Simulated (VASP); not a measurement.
Wanted: the native input for a VASP 6.6.1 run.

| Quantity | Value |
| --- | --- |
| Task | relaxation of cell and atoms |
| Functional | LDA |
| Potentials or basis | VASP PAW LDA potentials, release 64 (Mg_sv) |
| Cutoff | 750 eV |
| k mesh | 11 × 11 × 6 |
| Occupations | fermi-dirac, width 0.1 eV |
| Spin | no spin polarisation |
| Dipole correction | no |
| Mended | yes |
| Further INCAR settings | ALGO = Normal; EDIFF = 1e-07; IBRION = 2; EDIFFG = -0.01; NSW = 80; ISIF = 3 |

The structure of Mg lies in POSCAR:

```
Mg
1.0
    3.2092715325      0.0000000000      0.0000000000
   -1.6046357662      2.7793106748      0.0000000000
    0.0000000000      0.0000000000      5.2103300000
Mg
2
Direct
    0.3333333333      0.6666666667      0.2500000000
    0.6666666667      0.3333333333      0.7500000000
```

These files were run (other wordings do the same):

INCAR

```
SYSTEM = Mg
PREC = Accurate ; ENCUT = 750
EDIFF = 1E-7 ; ISMEAR = -1
SIGMA = 0.1 ; LREAL = .FALSE.
LASPH = .TRUE. ; NELM = 120
ALGO = Normal ; ISIF = 3
LWAVE = .FALSE. ; LCHARG = .FALSE.
IBRION = 2 ; NSW = 80
EDIFFG = -0.01 ; GGA_COMPAT = .FALSE.
NELMIN = 4
```

KPOINTS

```
Automatic mesh
0
G
  11 11 6
  0 0 0
```

Potentials or basis: VASP PAW LDA potentials, release 64 (Mg_sv).

The run is started by

```sh
$ cat potpaw_LDA.64/Mg_sv/POTCAR > POTCAR
$ mpirun -np 1 vasp_std > vasp.out
```

Results of the run:

The relaxed volume is 21.38 Å³/atom. The relaxed cell is a = 3.121 Å, b = 3.121 Å, c = 5.068 Å, α = 90.00°, β = 90.00°, γ = 120.00°. The space group after relaxing (to 0.1 Å) is P6_3/mmc (No. 194). The energy gained by relaxing is 19.5 meV/atom. The ionic steps are 3. The pressure after relaxing is 0.0 GPa and the band gap on the k mesh is zero (bands 10 and 11 overlap by 2.16 eV).

Wall time 2.6 min on 1 thread of Intel(R) Xeon(R) Platinum 8375C CPU @ 2.90GHz (Ice Lake), with other jobs on the host, peak memory 0.19 GiB.
